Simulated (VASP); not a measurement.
Write the native input for VASP 6.6.1 that does the following.

* Task: single point
* Functional: PBE
* Potentials or basis: VASP PAW PBE potentials, release 64 (Zn)
* Cutoff: 520 eV
* k mesh: 18 × 18 × 18
* Occupations: gaussian, width 0.05 eV
* Spin: no spin polarisation
* Dipole correction: no
* Further INCAR settings: ALGO = Normal; EDIFF = 1e-07; NBANDS = 12

The structure of Zn lies in POSCAR:

```
Zn
1.0
    1.5085473131      1.5085473131      1.5085473131
   -1.5085473131      1.5085473131      1.5085473131
   -1.5085473131     -1.5085473131      1.5085473131
Zn
1
Direct
    0.0000000000      0.0000000000      0.0000000000
```

This isn't the form of Zn at room conditions, which is hcp.

The input as run:

INCAR

```
  PREC = Accurate
  ENCUT = 520
  EDIFF = 1E-7
  ISMEAR = 0
  SIGMA = 0.05
  LREAL = False
  LASPH = True
  NELM = 80
  ALGO = Normal
  ISIF = 2
  LWAVE = False
  LCHARG = False
  GGA = PE
  NBANDS = 12
```

KPOINTS

```
Automatic mesh
0
Gamma
  18 18 18
```

Potentials or basis: VASP PAW PBE potentials, release 64 (Zn).

Command:

```sh
$ cat potpaw_PBE.64/Zn/POTCAR > POTCAR
$ mpirun -np 1 vasp_std > vasp.out
```

It gave:

```yaml
Pressure: 10.5 GPa
Band_gap_on_the_k_mesh: zero (bands 6 and 7 overlap by 5.16 eV)
```

Caveat: the cell stands under pressure.

Run time: 33 s on 1 thread of Intel Xeon 8259CL, with other jobs on the host, peak memory 0.14 GiB.
